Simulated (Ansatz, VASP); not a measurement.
**One calculation of BiTe, two programs**

INCAR

```
  PREC = Accurate
  ENCUT = 520
  EDIFF = 1E-8
  ISMEAR = -1
  SIGMA = 0.03
  LREAL = F
  LASPH = T
  NELM = 100
  ALGO = Normal
  ISIF = 2
  LWAVE = F
  LCHARG = F
  LEFG = T
  NBANDS = 18
```

The input KPOINTS:

```
Automatic mesh
0
Gamma
  10 10 10
```

The input POSCAR:

```
BiTe
1.0
    0.0000000000      3.2350000000      3.2350000000
    3.2350000000      0.0000000000      3.2350000000
    3.2350000000      3.2350000000      0.0000000000
Bi Te
1 1
Direct
    0.0000000000      0.0000000000      0.0000000000
    0.5000000000      0.5000000000      0.5000000000
```

Input for Ansatz:

```yaml
crystal:
  lattice:
    - [0.0, 3.235, 3.235]
    - [3.235, 0.0, 3.235]
    - [3.235, 3.235, 0.0]
  atoms:
    - { symbol: Bi, position: [0.0, 0.0, 0.0] }
    - { symbol: Te, position: [0.5, 0.5, 0.5] }
kpoints:
  mp_grid: { grid: [10, 10, 10] }
  band_path:
    path:
      - [0.0, 0.0, 0.0]
      - [0.5, 0.0, 0.5]
      - [0.625, 0.25, 0.625]
      - [0.375, 0.375, 0.75]
      - [0.0, 0.0, 0.0]
      - [0.5, 0.5, 0.5]
      - [0.5, 0.25, 0.75]
      - [0.5, 0.0, 0.5]
    npoints: 5
scf:
  occupations: { method: fermi_dirac, width: 0.03 }
hamiltonian:
  xc: lda
  pseudopotentials: { kind: paw }
output:
  forces: true
  stress: true
  eigenvalues: true
  efg: { contact_densities: true }
```

Alike in both runs: task electric field gradients; functional LDA; k mesh 10 × 10 × 10; occupations fermi-dirac, width 0.03 eV; no spin polarisation.

```csv
,VASP,Ansatz
version,VASP 6.6.1,Ansatz 0.2.0
potentials or method,"VASP PAW LDA potentials, release 64 (Bi_d, Te)","PAW with Ansatz's default frozen-core files, scalar-relativistic"
plane-wave cutoff (eV),520,420
valence electrons in the cell,21,31
```

|  | VASP | Ansatz | Ansatz less VASP |
| --- | --- | --- | --- |
| pressure (GPa) | -2.7 | -2.8 | -0.06 |

LDA's correlation is that of Perdew and Zunger in VASP and of Perdew and Wang (1992) in Ansatz. VASP's potentials hold 21 valence electrons a cell and Ansatz's 31, so a difference there can come from the potentials and not from the codes.

Neither program's run includes spin-orbit coupling.
